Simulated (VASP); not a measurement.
PbS (Galena):

```xyz
2
Lattice="0.0000 2.9657 2.9657 2.9657 0.0000 2.9657 2.9657 2.9657 0.0000" Properties=species:S:1:pos:R:3 pbc="T T T"
Pb    0.0000    0.0000    0.0000
S     2.9657    2.9657    2.9657
```

```yaml
Program: VASP 6.6.1
Task: relaxation of cell and atoms
Functional: BLYP
Potentials_or_basis: VASP PAW PBE potentials, release 64 (Pb_d, S)
Cutoff: 600 eV
k_mesh: 8 × 8 × 8
Occupations: fermi-dirac, width 0.05 eV
Spin: no spin polarisation
```

At the start: pressure 6.0 GPa; volume 26.09 Å³/atom.

**Question.** How do energy, volume and symmetry change on relaxing?

**Answer.** Over 3 steps the energy falls by 48.7 meV/atom and the volume is 28.91 Å³/atom (+10.8 %); space group Fm-3m (No. 225, to 0.05 Å).

Step by step:
| step | energy change (eV) | largest force (eV/Å) | pressure (GPa) | volume (Å³) |
| --- | --- | --- | --- | --- |
| 1 | 0.0000 | 0.0000 | 6.01 | 52.17 |
| 2 | -0.0873 | 0.0000 | -1.52 | 59.92 |
| 3 | -0.0974 | 0.0000 | 0.03 | 57.83 |

Final structure:
```
CELL_PARAMETERS angstrom
0.00000 3.06926 3.06926
3.06926 0.00000 3.06926
3.06926 3.06926 0.00000
ATOMIC_POSITIONS crystal
Pb 0.00000 0.00000 0.00000
S 0.50000 0.50000 0.50000
```

Caveat: the PAW data sets were made with another functional, which shifts forces and pressure a little; the volume moved by +11 % from the deposited cell, more than functionals usually miss.
